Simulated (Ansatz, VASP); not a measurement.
# CdSe: VASP beside Ansatz

```
Cd Se
1.0
     0.00000    3.16224    3.16224
     3.16224    0.00000    3.16224
     3.24867    3.24867   -0.08643
Cd Se
1 1
Direct
  0.00000 0.00000 0.00000
  0.75000 0.75000 0.75000
```

Alike in both runs: task single point; functional PBE; k mesh 10 × 10 × 10; occupations gaussian, width 0.05 eV; no spin polarisation.

|  | VASP | Ansatz |
| --- | --- | --- |
| version | VASP 6.6.1 | Ansatz 0.2.0 |
| potentials or method | VASP PAW PBE potentials, release 64 (Cd, Se), cutoff 520 eV | scalar-relativistic, plane waves, PAW |
| valence electrons in the cell | 18 | 36 |

|  | VASP | Ansatz | Ansatz less VASP |
| --- | --- | --- | --- |
| gap on the k mesh at the Fermi level (eV) | 0.29 | 0.29 | +0.003 |
| least direct gap on the mesh (eV) | 0.29 | 0.29 | +0.003 |
| pressure (GPa) | -3.3 | -3.5 | -0.16 |
| traceless stress, the component that is largest in VASP (GPa) | -0.62 | -0.60 | +0.015 |
| rms of the force components (eV/Å) | 0.044 | 0.040 | -0.0039 |

Atom by atom the forces differ by 0.004 eV/Å (rms over components). VASP's potentials hold 18 valence electrons a cell and Ansatz's 36, so a difference there can come from the potentials and not from the codes.
